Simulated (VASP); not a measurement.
# AlN (P6_3/mmc) in VASP: notebook

Runs on AlN. Level: LDA. Tasks: single point, relaxation of cell and atoms.

Everything below comes from runs of VASP 6.6.1. Logs are shortened: lines on timing, memory, paths and dates and some standing lists are left out, and cuts for length are marked.

### Step 1. The cell of the first run

The structure is hexagonal, space group P6_3/mmc (No. 194). The conventional cell has a = 3.276 Å, b = 3.276 Å, c = 4.101 Å, α = 90.00°, β = 90.00°, γ = 120.00°. Within 2.5 Å of Al (site symmetry -6m2) lie 5 N at 1.89 to 2.05 Å. N (site symmetry -6m2) has 5 Al at 1.89 to 2.05 Å within 2.5 Å.

### Step 2. Single point, LDA

INCAR

```
  PREC = Accurate
  ENCUT = 520
  EDIFF = 1E-7
  ISMEAR = 0
  SIGMA = 0.05
  LREAL = F
  LASPH = T
  NELM = 60
  ALGO = Normal
  ISIF = 2
  LWAVE = F
  LCHARG = T
  LELF = T
  LVHAR = T
  NBANDS = 16
```

KPOINTS

```
regular mesh
0
Gamma
  9 9 6
```

POSCAR

```
AlN
1.0
    3.2758593918      0.0000000000      0.0000000000
   -1.6379296959      2.8369774526      0.0000000000
    0.0000000000      0.0000000000      4.1006874222
Al N
2 2
Direct
    0.3333333333      0.6666666667      0.7500000000
    0.6666666667      0.3333333333      0.2500000000
    0.3333333333      0.6666666667      0.2500000000
    0.6666666667      0.3333333333      0.7500000000
```

Potentials or basis: VASP PAW LDA potentials, release 64 (Al, N).

Started as:

```
> cat potpaw_LDA.64/Al/POTCAR potpaw_LDA.64/N/POTCAR > POTCAR
> mpirun -np 1 vasp_std > vasp.out
```

OUTCAR:

```text
PREC = Accurate
   ENCUT = 520
   EDIFF = 1E-7
   ISMEAR = 0
   LREAL = F
   LASPH = T
   NELM = 60
   ISIF = 2

 ion  position               nearest neighbor table
   1  0.333  0.667  0.750-   4 1.89   4 1.89   4 1.89   3 2.05   3 2.05   2 2.79   2 2.79   2 2.79
                             2 2.79   2 2.79   2 2.79
   2  0.667  0.333  0.250-   3 1.89   3 1.89   3 1.89   4 2.05   4 2.05   1 2.79   1 2.79   1 2.79
                             1 2.79   1 2.79   1 2.79
   3  0.333  0.667  0.250-   2 1.89   2 1.89   2 1.89   1 2.05   1 2.05
   4  0.667  0.333  0.750-   1 1.89   1 1.89   1 1.89   2 2.05   2 2.05

  LATTYP: Found a hexagonal cell.
 ALAT       =     3.2758593918
 C/A-ratio  =     1.2517898151

  Lattice vectors:

 A1 = (   3.2758593918,   0.0000000000,   0.0000000000)
 A2 = (  -1.6379296959,   2.8369774526,   0.0000000000)
 A3 = (   0.0000000000,   0.0000000000,   4.1006874222)

Analysis of symmetry for initial positions (statically):
=====================================================================
 Subroutine PRICEL returns:
 Original cell was already a primitive cell.

 Routine SETGRP: Setting up the symmetry group for a
 hexagonal supercell.

 Subroutine GETGRP returns: Found 24 space group operations
 (whereof 12 operations were pure point group operations)
 out of a pool of 24 trial point group operations.

The static configuration has the point symmetry D_3d.
 The point group associated with its full space group is D_6h.

Analysis of symmetry for dynamics (positions and initial velocities):
=====================================================================
 Subroutine PRICEL returns:
 Original cell was already a primitive cell.

 Routine SETGRP: Setting up the symmetry group for a
 hexagonal supercell.

 Subroutine GETGRP returns: Found 24 space group operations
 (whereof 12 operations were pure point group operations)
 out of a pool of 24 trial point group operations.

The dynamic configuration has the point symmetry D_3d.
 The point group associated with its full space group is D_6h.

 Subroutine INISYM returns: Found 24 space group operations
 (whereof 12 operations are pure point group operations),
 and found     1 'primitive' translations

----------------------------------------------------------------------------------------

                                     Primitive cell

  volume of cell :      38.1099

  direct lattice vectors                    reciprocal lattice vectors
     3.275859392  0.000000000  0.000000000     0.305263407  0.176243910  0.000000000
    -1.637929696  2.836977453  0.000000000     0.000000000  0.352487821  0.000000000
     0.000000000  0.000000000  4.100687422     0.000000000  0.000000000  0.243861552

  length of vectors
     3.275859392  3.275859392  4.100687422     0.352487821  0.352487821  0.243861552

  position of ions in fractional coordinates (direct lattice)
     0.333333333  0.666666667  0.750000000
     0.666666667  0.333333333  0.250000000
     0.333333333  0.666666667  0.250000000
     0.666666667  0.333333333  0.750000000

  ion indices of the primitive-cell ions
   primitive index   ion index
                 1           1
                 2           2
                 3           3
                 4           4

----------------------------------------------------------------------------------------

 KPOINTS: regular mesh

Automatic generation of k-mesh.
 Grid dimensions read from file:
 generate k-points for:    9    9    6

 Generating k-lattice:

  Cartesian coordinates                     Fractional coordinates (reciprocal lattice)
     0.033918156  0.019582657  0.000000000     0.111111111  0.000000000  0.000000000
     0.000000000  0.039165313  0.000000000     0.000000000  0.111111111  0.000000000
     0.000000000  0.000000000  0.040643592     0.000000000  0.000000000  0.166666667

  Length of vectors
     0.039165313  0.039165313  0.040643592

  Shift w.r.t. Gamma in fractional coordinates (k-lattice)
     0.000000000  0.000000000  0.000000000

 Subroutine IBZKPT returns following result:
 ===========================================

 Found     48 irreducible k-points:

 Following reciprocal coordinates:
            Coordinates               Weight
  0.000000  0.000000  0.000000      1.000000
  0.111111  0.000000  0.000000      6.000000
  0.222222  0.000000  0.000000      6.000000
  0.333333  0.000000  0.000000      6.000000
  0.444444  0.000000  0.000000      6.000000
  0.111111  0.111111  0.000000      6.000000
[... 16 lines left out ...]
  0.333333  0.222222  0.166667     24.000000
  0.333333  0.333333  0.166667      4.000000
 [... further k-points ...]
   k-points           NKPTS =     48   k-points in BZ     NKDIM =     48   number of bands    NBANDS=     16
   number of dos      NEDOS =    301   number of ions     NIONS =      4
   total plane-waves  NPLWV =  17280
   dimension x,y,z NGX =    24 NGY =   24 NGZ =   30
[... 37 lines left out ...]
  Thomas-Fermi vector in A             =   2.360868
   LORBIT       =      0    0 simple, 1 ext, 2 COOP (PROOUT), +10 PAW based schemes
   GGA     = CA    functional components
   LHFCALC =     F    Hartree Fock is set to
   AEXX    =    0.0000 exact exchange contribution
   IVDW    =     0    specifies the selected vdW correction
   LEPSILON=     F    determine dielectric tensor
   LRPA    =     F    only Hartree local field effects (RPA)
 non-spin polarized calculation
 Gauss-broadening in eV      SIGMA  =   0.05
  energy-cutoff  :      520.00
  volume of cell :       38.11
 maximum number of plane-waves:      1047
   NGX = 13   NGY = 13   NGZ = 15

 number of electron      15.9999995 magnetization

 Free energy of the ion-electron system (eV)
  ---------------------------------------------------
  ext. energy  EPLUGINS =         0.00000000
  ---------------------------------------------------
  free energy    TOTEN  =       -32.48284095 eV

  energy without entropy =      -32.48284095  energy(sigma->0) =      -32.48284095

 E-fermi :   8.4282     XC(G=0): -11.6772

 val. band max:        8.1365228002   @ k =   0.0000   0.0000   0.0000
 cond. band min:      11.7650493653   @ k =   0.0000   0.0000   0.0000
 fundamental gap:      3.6285265651
 Fermi energy:         8.4282164674

 k-point     1 :       0.0000    0.0000    0.0000
  band No.  band energies     occupation
      1      -8.7976      2.00000
      2      -4.7963      2.00000
      3       1.0272      2.00000
      4       4.7446      2.00000
      5       4.7446      2.00000
      6       6.5047      2.00000
[... 8 lines left out ...]
     15      20.0797      0.00000
     16      20.0797      0.00000

 k-point     2 :       0.1111    0.0000    0.0000
  band No.  band energies     occupation
      1      -8.6493      2.00000
      2      -4.7957      2.00000
      3       1.1820      2.00000
      4       4.2352      2.00000
      5       4.5349      2.00000
      6       6.0290      2.00000
[... 8 lines left out ...]
     15      19.4906      0.00000
     16      19.9182      0.00000

 k-point     3 :       0.2222    0.0000    0.0000
  band No.  band energies     occupation
      1      -8.2224      2.00000
      2      -4.8440      2.00000
      3       1.6335      2.00000
      4       3.1383      2.00000
      5       4.1102      2.00000
      6       5.1429      2.00000
[... 8 lines left out ...]
     15      18.5388      0.00000
     16      20.8169      0.00000

 k-point     4 :       0.3333    0.0000    0.0000
  band No.  band energies     occupation
      1      -7.5849      2.00000
      2      -5.0618      2.00000
      3       2.1394      2.00000
      4       2.3288      2.00000
      5       3.7274      2.00000
      6       4.3620      2.00000
[... 8 lines left out ...]
     15      19.5569      0.00000
     16      21.3658      0.00000
[... 324 lines left out ...]
 k-point    22 :       0.2222    0.2222    0.1667
  band No.  band energies     occupation
      1      -7.0922      2.00000
      2      -5.3141      2.00000
      3       1.6949      2.00000
      4       2.0536      2.00000
      5       3.8149      2.00000
      6       4.3204      2.00000
[... 8 lines left out ...]
     15      20.2169      0.00000
     16      21.6207      0.00000

 k-point    23 :       0.3333    0.2222    0.1667
  band No.  band energies     occupation
      1      -6.4968      2.00000
      2      -5.6203      2.00000
      3       1.3819      2.00000
      4       2.1897      2.00000
      5       3.0045      2.00000
      6       4.8474      2.00000
[... 8 lines left out ...]
     15      20.0408      0.00000
     16      21.7449      0.00000

 k-point    24 :       0.3333    0.3333    0.1667
  band No.  band energies     occupation
      1      -6.0029      2.00000
      2      -6.0029      2.00000
      3       1.3467      2.00000
      4       2.4554      2.00000
      5       2.4554      2.00000
      6       5.0807      2.00000
[... 8 lines left out ...]
     15      19.4657      0.00000
     16      21.5090      0.00000

 [... further k-points ...]
[... 5 lines left out ...]
  --------------------------------------------------------------------------------------
  -------------------------------------------------------------------------------------
  Total        0.1693287      0.1693287      0.1160043      0.0000000     -0.0000000      0.0000000
  in kB        7.1187447      7.1187447      4.8769351      0.0000000     -0.0000000      0.0000000
  external PRESSURE =       6.3714749 kB  Pullay stress =       0.0000000 kB

 VOLUME and BASIS-vectors are now :
 -----------------------------------------------------------------------------
  energy-cutoff  :      520.00
  volume of cell :       38.11
      direct lattice vectors                 reciprocal lattice vectors
     3.275859392  0.000000000  0.000000000     0.305263407  0.176243910  0.000000000
    -1.637929696  2.836977453  0.000000000     0.000000000  0.352487821  0.000000000
     0.000000000  0.000000000  4.100687422     0.000000000  0.000000000  0.243861552

 POSITION                                       TOTAL-FORCE (eV/Angst)
 -----------------------------------------------------------------------------------
     -0.00000      1.89132      3.07552        -0.000000     -0.000000      0.000000
      1.63793      0.94566      1.02517         0.000000      0.000000      0.000000
     -0.00000      1.89132      1.02517        -0.000000      0.000000      0.000000
      1.63793      0.94566      3.07552         0.000000      0.000000      0.000000
 -----------------------------------------------------------------------------------
    total drift:                               -0.000000      0.000000     -0.000000

  FREE ENERGIE OF THE ION-ELECTRON SYSTEM (eV)
  ---------------------------------------------------
  free  energy   TOTEN  =       -32.4828409525 eV

  energy  without entropy=      -32.4828409525  energy(sigma->0) =      -32.48284095
```

Run time: 33 s. Hardware: 1 thread of AMD EPYC 7R13, shared host; peak memory 0.11 GiB.

What came out:

```
Free energy            : -32.4828 eV
Pressure               : 0.6 GPa
Band gap on the k mesh : 3.63 eV, direct
```

### Step 3. Single point, LDA

This run uses another cell than the first one, of 9.95 Å³/atom, 1.044 times its volume.

INCAR

```
  ALGO = Normal
  EDIFF = 1E-6
  ENCUT = 600
  GGA_COMPAT = False
  ISIF = 2
  ISMEAR = 0
  LASPH = True
  LCHARG = False
  LREAL = False
  LWAVE = False
  NBANDS = 16
  NELM = 120
  PREC = Accurate
  SIGMA = 0.1
```

KPOINTS

```
k-points
0
Gamma
  6 6 4
```

POSCAR

```
AlN
1.0
    3.3121157418      0.0000000000      0.0000000000
   -1.6560578709      2.8683763727      0.0000000000
    0.0000000000      0.0000000000      4.1875630000
Al N
2 2
Direct
    0.3333333300      0.6666666700      0.7500000000
    0.6666666700      0.3333333300      0.2500000000
    0.3333333300      0.6666666700      0.2500000000
    0.6666666700      0.3333333300      0.7500000000
```

Potentials or basis: VASP PAW LDA potentials, release 64 (Al, N).

Started as:

```
> cat potpaw_LDA.64/Al/POTCAR potpaw_LDA.64/N/POTCAR > POTCAR
> mpirun -np 1 vasp_std > vasp.out
```

Run time: 26 s. Hardware: 1 thread of Intel Xeon Platinum 8488C (Sapphire Rapids), shared host; peak memory 0.14 GiB.

Results (log left out):

```yaml
Free_energy: -32.4429 eV
Pressure: -8.3 GPa
Band_gap_on_the_k_mesh: 3.28 eV, direct
```

Stress tensor (GPa, compression positive):
```
-8.13  0.00  0.00
 0.00 -8.13  0.00
 0.00  0.00 -8.59
```

Levels at points of the mesh, in eV from the valence-band top:
```csv
k point,band 4,band 5,band 6,band 7,band 8,band 9,band 10,band 11,band 12,band 13
"(0.00, 0.00, 0.00)",-3.27,-3.27,-1.61,-1.61,0.00,3.28,4.25,8.05,8.05,11.03
"(0.50, 0.00, 0.00)",-4.75,-4.49,-4.32,-2.90,-1.46,3.71,7.00,7.08,9.08,9.18
"(0.00, 0.00, 0.50)",-3.69,-2.48,-2.48,-2.48,-2.48,5.57,5.57,8.25,8.25,8.25
"(0.50, 0.00, 0.50)",-7.29,-3.26,-3.26,-1.74,-1.74,4.96,4.96,9.09,9.09,11.22
```

### Step 4. Single point, LDA

INCAR

```
SYSTEM = AlN
ALGO = Normal
EDIFF = 1E-6
ENCUT = 600
GGA = CA
GGA_COMPAT = .False.
ISIF = 2
ISMEAR = 0
LASPH = .True.
LCHARG = .True.
LELF = .True.
LREAL = .False.
LVHAR = .True.
LWAVE = .False.
NBANDS = 16
NELM = 120
PREC = Accurate
SIGMA = 0.1
```

KPOINTS

```
k-points
0
Gamma
  9 9 6
  0 0 0
```

POSCAR

```
AlN
1.0
    3.2736781446      0.0000000000      0.0000000000
   -1.6368390723      2.8350884371      0.0000000000
    0.0000000000      0.0000000000      4.1081446139
Al N
2 2
Direct
    0.3333333333      0.6666666667      0.7500000000
    0.6666666667      0.3333333333      0.2500000000
    0.3333333333      0.6666666667      0.2500000000
    0.6666666667      0.3333333333      0.7500000000
```

Started as:

```
> cat potpaw_LDA.64/Al/POTCAR potpaw_LDA.64/N/POTCAR > POTCAR
> mpirun -np 1 vasp_std > vasp.out
```

Run time: 40 s. Hardware: 1 thread of Intel Xeon Platinum 8488C (Sapphire Rapids), shared host; peak memory 0.16 GiB.

It converged, with:

```
Free energy            : -32.4839 eV
Pressure               : 0.5 GPa
Band gap on the k mesh : 3.62 eV, direct
```

Stress tensor (GPa, compression positive):
```
 0.72  0.00  0.00
 0.00  0.72  0.00
 0.00  0.00 -0.06
```

Levels at points of the mesh, in eV from the valence-band top:
```csv
k point,band 6,band 7,band 8,band 9,band 10,band 11
"(0.00, 0.00, 0.00)",-1.65,-1.65,0.00,3.62,4.59,8.26
"(0.00, 0.00, 0.50)",-2.56,-2.56,-2.56,5.86,5.86,8.42
```

### Step 5. Single point, LDA

INCAR

```
SYSTEM = AlN
  PREC = Accurate
  ENCUT = 600
  EDIFF = 1E-6
  ISMEAR = 0
  SIGMA = 0.02
  LREAL = .False.
  LASPH = .True.
  NELM = 120
  ALGO = Normal
  ISIF = 2
  LWAVE = .False.
  LCHARG = .False.
  GGA = CA
  NBANDS = 16
  GGA_COMPAT = .False.
```

KPOINTS

```
regular mesh
0
Gamma
  9 9 6
  0 0 0
```

POSCAR

```
AlN
1.0
    3.2756806238      0.0000000000      0.0000000000
   -1.6378403119      2.8368226349      0.0000000000
    0.0000000000      0.0000000000      4.1006264518
Al N
2 2
Direct
    0.3333333333      0.6666666667      0.7500000000
    0.6666666667      0.3333333333      0.2500000000
    0.3333333333      0.6666666667      0.2500000000
    0.6666666667      0.3333333333      0.7500000000
```

Started as:

```
> cat potpaw_LDA.64/Al/POTCAR potpaw_LDA.64/N/POTCAR > POTCAR
> mpirun -np 1 vasp_std > vasp.out
```

It took 52 s on 1 thread of Intel Xeon Platinum 8488C (Sapphire Rapids), shared host; peak memory 0.16 GiB.

The run converged. Its results:

```
Free energy            : -32.4840 eV
Pressure               : 0.5 GPa
Band gap on the k mesh : 3.63 eV, direct
```

Stress tensor (GPa, compression positive):
```
0.62 0.00 0.00
0.00 0.62 0.00
0.00 0.00 0.38
```

Levels at points of the mesh, in eV from the valence-band top:
| k point | band 4 | band 5 | band 6 | band 7 | band 8 | band 9 | band 10 | band 11 | band 12 | band 13 |
| --- | --- | --- | --- | --- | --- | --- | --- | --- | --- | --- |
| (0.00, 0.00, 0.00) | -3.39 | -3.39 | -1.63 | -1.63 | 0.00 | 3.63 | 4.59 | 8.26 | 8.26 | 11.42 |
| (0.00, 0.00, 0.50) | -3.73 | -2.55 | -2.55 | -2.55 | -2.55 | 5.87 | 5.87 | 8.42 | 8.42 | 8.42 |

### Step 6. Relaxation of cell and atoms, LDA

INCAR

```
SYSTEM = AlN
ALGO = Normal
EDIFF = 1E-7
EDIFFG = -0.005
ENCUT = 600
GGA_COMPAT = .FALSE.
IBRION = 2
ISIF = 3
ISMEAR = 0
LASPH = .TRUE.
LCHARG = .FALSE.
LREAL = .FALSE.
LWAVE = .FALSE.
NELM = 120
NELMIN = 4
NSW = 100
PREC = Accurate
SIGMA = 0.02
```

KPOINTS

```
k-points
0
G
  9 9 6
  0 0 0
```

POSCAR

```
AlN
1.0
    3.2736781446      0.0000000000      0.0000000000
   -1.6368390723      2.8350884371      0.0000000000
    0.0000000000      0.0000000000      4.1081446139
Al N
2 2
Direct
    0.3333333333      0.6666666667      0.7500000000
    0.6666666667      0.3333333333      0.2500000000
    0.3333333333      0.6666666667      0.2500000000
    0.6666666667      0.3333333333      0.7500000000
```

Potentials or basis: VASP PAW LDA potentials, release 64 (Al, N).

Started as:

```
> cat potpaw_LDA.64/Al/POTCAR potpaw_LDA.64/N/POTCAR > POTCAR
> mpirun -np 1 vasp_std > vasp.out
```

It took 1.8 min on 1 thread of Intel Xeon Platinum 8488C (Sapphire Rapids), shared host; peak memory 0.16 GiB.

It converged, with:

- Free energy: -32.4842 eV
- Relaxed volume: 9.55 Å³/atom
- Relaxed cell: a = 3.279 Å, b = 3.279 Å, c = 4.102 Å, α = 90.00°, β = 90.00°, γ = 120.00°
- Space group after relaxing (to 0.05 Å): P6_3/mmc (No. 194)
- Energy gained by relaxing: 0.1 meV/atom
- Ionic steps: 5
- Pressure after relaxing: 0.0 GPa
- Band gap on the k mesh: 3.61 eV, direct

Step by step:
| step | energy change (eV) | largest force (eV/Å) | pressure (GPa) | volume (Å³) |
| --- | --- | --- | --- | --- |
| 1 | 0.0000 | 0.0000 | 0.50 | 38.13 |
| 2 | -0.0001 | 0.0000 | -0.53 | 38.29 |
| 3 | -0.0002 | 0.0000 | -0.13 | 38.23 |
| 4 | -0.0003 | 0.0000 | -0.04 | 38.21 |
| 5 | -0.0003 | 0.0000 | 0.00 | 38.20 |

Final structure:
```
Al N
1.0
     3.27908    0.00000    0.00000
    -1.63954    2.83976    0.00000
     0.00000    0.00000    4.10218
Al N
2 2
Direct
  0.33333 0.66667 0.75000
  0.66667 0.33333 0.25000
  0.33333 0.66667 0.25000
  0.66667 0.33333 0.75000
```

Levels at points of the mesh, in eV from the valence-band top:
```
           k point  band 6  band 7  band 8  band 9  band 10  band 11
(0.00, 0.00, 0.00)   -1.62   -1.62    0.00    3.61     4.57     8.24
(0.00, 0.00, 0.50)   -2.55   -2.55   -2.55    5.86     5.86     8.40
```

A k mesh can miss the band edges. A hybrid or GW would open this gap; LDA tends to underestimate it.

### Step 7. Summary

```csv
task,cell,k mesh,cutoff (eV),smearing,gap on the mesh (eV),pressure (GPa)
single point,"a = 3.276, b = 3.276, c = 4.101 Å, angles 90.0, 90.0, 120.0°, 4 atoms",9 × 9 × 6,520,gaussian 0.05 eV,3.63,0.6
single point,"a = 3.312, b = 3.312, c = 4.188 Å, angles 90.0, 90.0, 120.0°, 4 atoms",6 × 6 × 4,600,gaussian 0.1 eV,3.28,-8.3
single point,"a = 3.274, b = 3.274, c = 4.108 Å, angles 90.0, 90.0, 120.0°, 4 atoms",9 × 9 × 6,600,gaussian 0.1 eV,3.62,0.5
single point,"a = 3.276, b = 3.276, c = 4.101 Å, angles 90.0, 90.0, 120.0°, 4 atoms",9 × 9 × 6,600,gaussian 0.02 eV,3.63,0.5
relaxation of cell and atoms,"relaxed from a = 3.274, b = 3.274, c = 4.108 Å, angles 90.0, 90.0, 120.0°, 4 atoms",9 × 9 × 6,600,gaussian 0.02 eV,3.61,0.0
```

Alike in all rows: level LDA; potentials or basis VASP PAW LDA potentials, release 64 (Al, N); no spin polarisation.

Total energies depend on the potentials used, so only differences within one code and one set of settings carry meaning.
